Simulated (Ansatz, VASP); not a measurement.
# In9P7: VASP beside Ansatz

```xyz
16
Lattice="0.0000 5.9598 -5.9598 5.9598 5.9598 0.0000 5.9598 0.0000 -5.9598" Properties=species:S:1:pos:R:3 pbc="T T T"
In    2.9011    6.0386   -2.9011
In   -0.0067    2.9866   -2.9866
In    2.9866    8.9464   -5.9530
In   -0.0067    5.9530   -5.9530
In    6.0386    6.0386   -6.0386
In    2.9011    2.9011   -6.0386
In    6.0386    8.8609   -8.8609
In    2.9866    5.9530   -8.9464
In    4.4698    4.4698   -4.4698
P     7.4497    7.4497   -4.4554
P     4.4554    7.4497   -7.4497
P     7.4497   10.4441   -7.4497
P     7.4497    4.4554   -7.4497
P    10.4441    7.4497   -7.4497
P     7.4497    7.4497  -10.4441
P    10.4296   10.4296  -10.4296
```

Alike in both runs: functional PBE; k mesh 3 × 3 × 3; occupations gaussian, width 0.02 eV; no spin polarisation.

Ansatz relaxed the structure, and its values are those at the end. VASP's run is a single point on that final structure, the one shown.

```csv
,VASP,Ansatz
version,VASP 6.6.1,Ansatz 0.2.0
potentials or method,"VASP PAW PBE potentials, release 64 (In_d, P), cutoff 520 eV","scalar-relativistic, plane waves, PAW"
valence electrons in the cell,152,152
```

```tsv
	VASP	Ansatz	Ansatz less VASP
gap on the k mesh at the Fermi level (eV)	none	none	-
rms of the force components (eV/Å)	0.005	0.001	-0.0036
```

A gap of «none» marks a metal or a gap that the smearing closes.
